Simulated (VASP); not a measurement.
# MnO (R-3m) in VASP: single point with PBE+U

Aim: the single point of MnO with PBE+U.

All numbers are computed with VASP 6.6.1; they aren't measurements. Logs are shortened: lines on timing, memory, paths and dates and some standing lists are left out, and cuts for length are marked.

### Step 1. The cell of the first run

It takes space group R-3m (No. 166, trigonal). The conventional cell has a = 3.149 Å, b = 3.149 Å, c = 7.591 Å, α = 90.00°, β = 90.00°, γ = 120.00°. Within 2.9 Å of Mn (site symmetry -3m) lie 6 O at 2.22 Å. Within 2.9 Å of O (site symmetry -3m) lie 6 Mn at 2.22 Å.

### Step 2. Single point, PBE+U, collinear spin, ferromagnetic start

INCAR reads:

```
SYSTEM = MnO
PREC = Accurate
ENCUT = 700
EDIFF = 1E-6
ISMEAR = 0
SIGMA = 0.05
LREAL = .False.
LASPH = .True.
NELM = 200
ALGO = Normal
ISIF = 2
LWAVE = .False.
LCHARG = .True.
ISPIN = 2
MAGMOM = 5 0
LORBIT = 11
LMAXMIX = 4
LDAU = .True.
LDAUTYPE = 2
LDAUL = 2 -1
LDAUU = 3.9 0
LDAUJ = 0 0
LDAUPRINT = 1
GGA = PE
LELF = .True.
LVHAR = .True.
NBANDS = 22
GGA_COMPAT = .False.
```

KPOINTS reads:

```
Automatic mesh
0
Gamma
  5 5 5
  0 0 0
```

POSCAR reads:

```
MnO
1.0
    1.5746100000      0.9091015100      2.5304666700
   -1.5746100000      0.9091015100      2.5304666700
    0.0000000000     -1.8182030100      2.5304666700
Mn O
1 1
Direct
    1.0000000000      0.0000000000      0.0000000000
    0.5000000000      0.5000000000      0.5000000000
```

Potentials or basis: VASP PAW PBE potentials, release 64 (Mn_sv, O).

The run is started by

```bash
$ cat potpaw_PBE.64/Mn_sv/POTCAR potpaw_PBE.64/O/POTCAR > POTCAR
$ mpirun -np 1 vasp_std > vasp.out
```

OUTCAR:

```text
SYSTEM = MnO
   PREC = Accurate
   ENCUT = 700
   EDIFF = 1E-6
   ISMEAR = 0
   LREAL = .False.
   LASPH = .True.
   NELM = 200
   ISIF = 2
   ISPIN = 2
   LORBIT = 11
   GGA = PE

 ion  position               nearest neighbor table
   1  0.000  0.000  0.000-   2 2.22   2 2.22   2 2.22   2 2.22   2 2.22   2 2.22
   2  0.500  0.500  0.500-   1 2.22   1 2.22   1 2.22   1 2.22   1 2.22   1 2.22

  LATTYP: Found a trigonal (rhomboedric) cell.
 ALAT       =     3.1159466901
 COS(alpha) =     0.4892645908

  Lattice vectors:

 A1 = (   1.5746100000,   0.9091015100,   2.5304666700)
 A2 = (  -1.5746100000,   0.9091015100,   2.5304666700)
 A3 = (   0.0000000000,  -1.8182030100,   2.5304666700)

Analysis of symmetry for initial positions (statically):
=====================================================================
 Subroutine PRICEL returns:
 Original cell was already a primitive cell.

 Routine SETGRP: Setting up the symmetry group for a
 trigonal (rhombohedral) supercell.

 Subroutine GETGRP returns: Found 12 space group operations
 (whereof 12 operations were pure point group operations)
 out of a pool of 12 trial point group operations.

The static configuration has the point symmetry D_3d.

Analysis of symmetry for dynamics (positions and initial velocities):
=====================================================================
 Subroutine PRICEL returns:
 Original cell was already a primitive cell.

 Routine SETGRP: Setting up the symmetry group for a
 trigonal (rhombohedral) supercell.

 Subroutine GETGRP returns: Found 12 space group operations
 (whereof 12 operations were pure point group operations)
 out of a pool of 12 trial point group operations.

The dynamic configuration has the point symmetry D_3d.

Analysis of structural, dynamic, and magnetic symmetry:
=====================================================================
 Subroutine PRICEL returns:
 Original cell was already a primitive cell.

 Routine SETGRP: Setting up the symmetry group for a
 trigonal (rhombohedral) supercell.

 Subroutine GETGRP returns: Found 12 space group operations
 (whereof 12 operations were pure point group operations)
 out of a pool of 12 trial point group operations.

The overall configuration has the point symmetry D_3d.

 Subroutine INISYM returns: Found 12 space group operations
 (whereof 12 operations are pure point group operations),
 and found     1 'primitive' translations

----------------------------------------------------------------------------------------

                                     Primitive cell

  volume of cell :      21.7339

  direct lattice vectors                    reciprocal lattice vectors
     1.574610000  0.909101510  2.530466670     0.317538946  0.183331196  0.131728008
    -1.574610000  0.909101510  2.530466670    -0.317538946  0.183331196  0.131728008
     0.000000000 -1.818203010  2.530466670     0.000000000 -0.366662392  0.131728008

  length of vectors
     3.115946690  3.115946690  3.115946687     0.389606953  0.389606953  0.389606953

  position of ions in fractional coordinates (direct lattice)
     0.000000000  0.000000000  0.000000000
     0.500000000  0.500000000  0.500000000

  ion indices of the primitive-cell ions
   primitive index   ion index
                 1           1
                 2           2

----------------------------------------------------------------------------------------

 KPOINTS: Automatic mesh

Automatic generation of k-mesh.
 Grid dimensions read from file:
 generate k-points for:    5    5    5

 Generating k-lattice:

  Cartesian coordinates                     Fractional coordinates (reciprocal lattice)
     0.063507789  0.036666239  0.026345602     0.200000000  0.000000000 -0.000000000
    -0.063507789  0.036666239  0.026345602     0.000000000  0.200000000 -0.000000000
[... 67 lines left out ...]
   ISMEAR =     0;   SIGMA  =   0.05  broadening in eV -4-tet -1-fermi 0-gaus
   EFERMI_NEDOS =   21; number of points for ismear=-14 and -15
   IALGO  =     38    algorithm
   IMIX   =      4    mixing-type and parameters
     AMIX     =   0.40;   BMIX     =  1.00
     AMIX_MAG =   1.60;   BMIX_MAG =  1.00
  volume/ion in A,a.u.               =      10.87        73.33
  Fermi-wavevector in a.u.,A,eV,Ry     =   1.618461  3.058447 35.639308  2.619415
  Thomas-Fermi vector in A             =   2.712720
   LORBIT       =     11    0 simple, 1 ext, 2 COOP (PROOUT), +10 PAW based schemes
 LDA+U is selected, type is set to LDAUTYPE =  2
   angular momentum for each species LDAUL =     2   -1
   U (eV)           for each species LDAUU =   3.9  0.0
   J (eV)           for each species LDAUJ =   0.0  0.0
   GGA     = PE    functional components
   LHFCALC =     F    Hartree Fock is set to
   AEXX    =    0.0000 exact exchange contribution
   IVDW    =     0    specifies the selected vdW correction
   LEPSILON=     F    determine dielectric tensor
   LRPA    =     F    only Hartree local field effects (RPA)
 spin polarized calculation
 Gauss-broadening in eV      SIGMA  =   0.05
  energy-cutoff  :      700.00
  volume of cell :       21.73
 maximum number of plane-waves:       926
   NGX = 13   NGY = 13   NGZ = 13

atom =   1  type =  1  l = 2

 onsite density matrix

spin component  1

  0.9237  0.0000 -0.0000 -0.0162  0.0000
  0.0000  0.9342  0.0000  0.0000 -0.0162
 -0.0000  0.0000  0.9116  0.0000 -0.0000
 -0.0162  0.0000  0.0000  0.9342  0.0000
  0.0000 -0.0162 -0.0000  0.0000  0.9237

spin component  2

  0.0276  0.0000 -0.0000 -0.0187 -0.0000
  0.0000  0.0404 -0.0000 -0.0000 -0.0187
 -0.0000 -0.0000  0.0142 -0.0000 -0.0000
 -0.0187 -0.0000 -0.0000  0.0404 -0.0000
 -0.0000 -0.0187 -0.0000 -0.0000  0.0276

 occupancies and eigenvectors

  o =  0.0142  v =  0.0000  0.0000  0.0000  0.0000  0.0000 -0.0000 -0.0000 -1.0000 -0.0000 -0.0000      0.0000  0.0000  0.0000  0.0000  0.0000  0.0000  0.0000  0.0000  0.0000  0.0000
  o =  0.0142  v =  0.0000  0.0000  0.0000  0.0000  0.0000  0.0000  0.5821 -0.0000  0.0000  0.8132      0.0000  0.0000  0.0000  0.0000  0.0000  0.0000  0.0000  0.0000  0.0000  0.0000
  o =  0.0142  v =  0.0000  0.0000  0.0000  0.0000  0.0000  0.8132 -0.0000 -0.0000  0.5821 -0.0000      0.0000  0.0000  0.0000  0.0000  0.0000  0.0000  0.0000  0.0000  0.0000  0.0000
  o =  0.0538  v =  0.0000  0.0000  0.0000  0.0000  0.0000 -0.5821  0.0000 -0.0000  0.8132 -0.0000      0.0000  0.0000  0.0000  0.0000  0.0000  0.0000  0.0000  0.0000  0.0000  0.0000
  o =  0.0538  v =  0.0000  0.0000  0.0000  0.0000  0.0000  0.0000  0.8132  0.0000 -0.0000 -0.5821      0.0000  0.0000  0.0000  0.0000  0.0000  0.0000  0.0000  0.0000  0.0000  0.0000
  o =  0.9116  v =  0.0000  0.0000  1.0000 -0.0000  0.0000  0.0000  0.0000  0.0000  0.0000  0.0000      0.0000  0.0000  0.0000  0.0000  0.0000  0.0000  0.0000  0.0000  0.0000  0.0000
  o =  0.9119  v =  0.0000 -0.5888  0.0000 -0.0000 -0.8083  0.0000  0.0000  0.0000  0.0000  0.0000      0.0000  0.0000  0.0000  0.0000  0.0000  0.0000  0.0000  0.0000  0.0000  0.0000
  o =  0.9119  v = -0.8083  0.0000 -0.0000 -0.5888  0.0000  0.0000  0.0000  0.0000  0.0000  0.0000      0.0000  0.0000  0.0000  0.0000  0.0000  0.0000  0.0000  0.0000  0.0000  0.0000
  o =  0.9460  v = -0.5888  0.0000  0.0000  0.8083 -0.0000  0.0000  0.0000  0.0000  0.0000  0.0000      0.0000  0.0000  0.0000  0.0000  0.0000  0.0000  0.0000  0.0000  0.0000  0.0000
  o =  0.9460  v =  0.0000 -0.8083 -0.0000  0.0000  0.5888  0.0000  0.0000  0.0000  0.0000  0.0000      0.0000  0.0000  0.0000  0.0000  0.0000  0.0000  0.0000  0.0000  0.0000  0.0000

 number of electron      21.0000006 magnetization       4.9999997

 Free energy of the ion-electron system (eV)
  ---------------------------------------------------
  ext. energy  EPLUGINS =         0.00000000
  ---------------------------------------------------
  free energy    TOTEN  =       -15.30638049 eV

  energy without entropy =      -15.30638049  energy(sigma->0) =      -15.30638049

 E-fermi :   8.8694     XC(G=0): -11.9041

 val. band max:        8.6864332774   @ k =   0.4000   0.4000   0.4000
 cond. band min:       9.0413449839   @ k =   0.0000   0.0000   0.0000
 fundamental gap:      0.3549117065
 Fermi energy:         8.8694246592

 spin component 1

 k-point     1 :       0.0000    0.0000    0.0000
  band No.  band energies     occupation
      1     -72.1874      1.00000
      2     -40.9380      1.00000
      3     -40.9290      1.00000
      4     -40.9290      1.00000
      5     -10.6830      1.00000
      6       4.7678      1.00000
[... 464 lines left out ...]
     21      34.4508      0.00000
     22      35.6011      0.00000
 Fermi energy:         8.8694246592

 spin component 2

 k-point     1 :       0.0000    0.0000    0.0000
  band No.  band energies     occupation
      1     -67.1451      1.00000
      2     -35.9774      1.00000
      3     -35.9656      1.00000
      4     -35.9656      1.00000
      5     -10.2810      1.00000
      6       6.2097      1.00000
[... 464 lines left out ...]
     21      35.3912      0.00000
     22      37.2371      0.00000

------------------------ aborting loop because EDIFF is reached ----------------------------------------

  FORCE on cell =-STRESS in cart. coord.  units (eV):
  Direction    XX          YY          ZZ          XY          YZ          ZX
  --------------------------------------------------------------------------------------
  -------------------------------------------------------------------------------------
  Total        1.0100539      1.0100539      1.3440003      0.0000000      0.0000000      0.0000000
  in kB       74.4591198     74.4591197     99.0769653      0.0000000      0.0000001      0.0000000
  external PRESSURE =      82.6650683 kB  Pullay stress =       0.0000000 kB

 VOLUME and BASIS-vectors are now :
 -----------------------------------------------------------------------------
  energy-cutoff  :      700.00
  volume of cell :       21.73
      direct lattice vectors                 reciprocal lattice vectors
     1.574610000  0.909101510  2.530466670     0.317538946  0.183331196  0.131728008
    -1.574610000  0.909101510  2.530466670    -0.317538946  0.183331196  0.131728008
     0.000000000 -1.818203010  2.530466670     0.000000000 -0.366662392  0.131728008

 POSITION                                       TOTAL-FORCE (eV/Angst)
 -----------------------------------------------------------------------------------
      0.00000      0.00000      0.00000        -0.000000      0.000000     -0.000000
      0.00000      0.00000      3.79570         0.000000      0.000000      0.000000
 -----------------------------------------------------------------------------------
    total drift:                                0.000000     -0.000000      0.000000

  FREE ENERGIE OF THE ION-ELECTRON SYSTEM (eV)
  ---------------------------------------------------
  free  energy   TOTEN  =       -15.3063804874 eV

  energy  without entropy=      -15.3063804857  energy(sigma->0) =      -15.30638049

 total charge

# of ion       s       p       d       tot
------------------------------------------
    1        2.117   6.016   4.754  12.887
    2        1.550   3.465   0.000   5.015
--------------------------------------------------
tot          3.668   9.481   4.754  17.902

 magnetization (x)

# of ion       s       p       d       tot
------------------------------------------
    1        0.023   0.015   4.459   4.497
    2        0.025   0.149   0.000   0.174
--------------------------------------------------
tot          0.048   0.164   4.459   4.671
```

Run time: 29 s. Hardware: 1 thread of Intel Xeon Platinum 8259CL at 2.50GHz (Skylake/Cascade Lake), shared host; peak memory 0.18 GiB.

Results:

* Free energy: -15.3064 eV
* Pressure: 8.3 GPa
* Band gap on the k mesh: 0.35 eV (least direct gap 2.74 eV)
* Net moment: 5.00 μB per cell
* Site moments: Mn +4.50; O +0.17 μB
* Valence electrons inside the program's atomic spheres: Mn 12.89; O 5.01

Eigenvalues of the final occupation matrices:
| site | spin | trace | eigenvalues |
| --- | --- | --- | --- |
| site 1 d | 1 | 4.63 | 0.91 0.91 0.91 0.95 0.95 |
| site 1 d | 2 | 0.15 | 0.01 0.01 0.01 0.05 0.05 |

Caveat: the k points lie up to 0.49 Å⁻¹ apart; a cell with one magnetic atom can't hold antiferromagnetic order, which such compounds often take. A k mesh can miss the band edges.
